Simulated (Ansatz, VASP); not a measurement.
# SnS2: VASP beside Ansatz

Contents of POSCAR:

```
SnS2
1.0
    3.6607548065      0.0000000000      0.0000000000
   -1.8303774033      3.1703066595      0.0000000000
    0.0000000000      0.0000000000      6.2002520912
Sn S
1 2
Direct
    0.0000000000      0.0000000000      0.0000000000
    0.3333333333      0.6666666667      0.2368312868
    0.6666666667      0.3333333333      0.7631687132
```

INCAR.step1

```
SYSTEM = SnS2
  ALGO = Normal
  EDIFF = 1E-5
  ENCUT = 400
  GGA = PE
  GGA_COMPAT = .FALSE.
  ISIF = 2
  ISMEAR = 0
  KPAR = 4
  LASPH = .TRUE.
  LCHARG = .FALSE.
  LREAL = .FALSE.
  LWAVE = .TRUE.
  NBANDS = 20
  NELM = 120
  PREC = Accurate
  SIGMA = 0.01
```

INCAR.step2

```
SYSTEM = SnS2
  ALGO = Normal
  EDIFF = 1E-6
  ENCUT = 400
  GGA = PE
  GGA_COMPAT = .FALSE.
  HFSCREEN = 0.2079
  ISIF = 2
  ISMEAR = 0
  ISTART = 1
  KPAR = 4
  LASPH = .TRUE.
  LCHARG = .FALSE.
  LHFCALC = .TRUE.
  LREAL = .FALSE.
  LWAVE = .FALSE.
  NBANDS = 20
  NELM = 120
  PREC = Accurate
  PRECFOCK = Normal
  SIGMA = 0.01
```

The input KPOINTS:

```
k-points
0
G
  6 6 4
  0 0 0
```

Input for Ansatz:

```yaml
crystal:
  lattice:
    - [3.6607548065, 0.0, 0.0]
    - [-1.8303774033, 3.1703066595, 0.0]
    - [0.0, 0.0, 6.2002520912]
  atoms:
    - { symbol: Sn, position: [0.0, 0.0, 0.0] }
    - { symbol: S, position: [0.3333333333, 0.6666666667, 0.2368312868] }
    - { symbol: S, position: [0.6666666667, 0.3333333333, 0.7631687132] }
kpoints:
  mp_grid: { grid: [6, 6, 4] }
  band_path:
    path:
      - [0.0, 0.0, 0.0]
      - [0.5, 0.0, 0.0]
      - [0.3333333333, 0.3333333333, 0.0]
      - [0.0, 0.0, 0.5]
      - [0.5, 0.0, 0.5]
      - [0.3333333333, 0.3333333333, 0.5]
      - [0.0, -0.5, 0.25]
      - [0.0, 0.158854, -0.127604]
      - [0.0, 0.476562, 0.341146]
    npoints: 1
hamiltonian:
  xc: hse06
scf:
  occupations: { method: fixed }
  n_extra_bands: 4
output:
  forces: true
  stress: true
  eigenvalues: true
```

Change from the starting cell: uniaxial_z strain +4.0%.

Alike in both runs: task single point; functional HSE06; k mesh 6 × 6 × 4; no spin polarisation.

```csv
,VASP,Ansatz
version,VASP 6.6.1,Ansatz 0.2.0
potentials or method,"VASP PAW PBE potentials, release 64 (Sn_d, S)","plane waves, PAW"
plane-wave cutoff (eV),400,420
occupations,"gaussian, width 0.01 eV",fixed
valence electrons in the cell,26,26
```

|  | VASP | Ansatz | Ansatz less VASP |
| --- | --- | --- | --- |
| gap on the k mesh at the Fermi level (eV) | 2.40 | 2.41 | +0.006 |
| pressure (GPa) | -0.7 | -0.6 | +0.18 |
| traceless stress, the component that is largest in VASP (GPa) | -0.31 | -0.32 | -0.016 |
| rms of the force components (eV/Å) | 0.129 | 0.124 | -0.0053 |

Atom by atom the forces differ by 0.005 eV/Å (rms over components). Ansatz's warnings: stress exchange threshold loose, stress scf threshold loose.
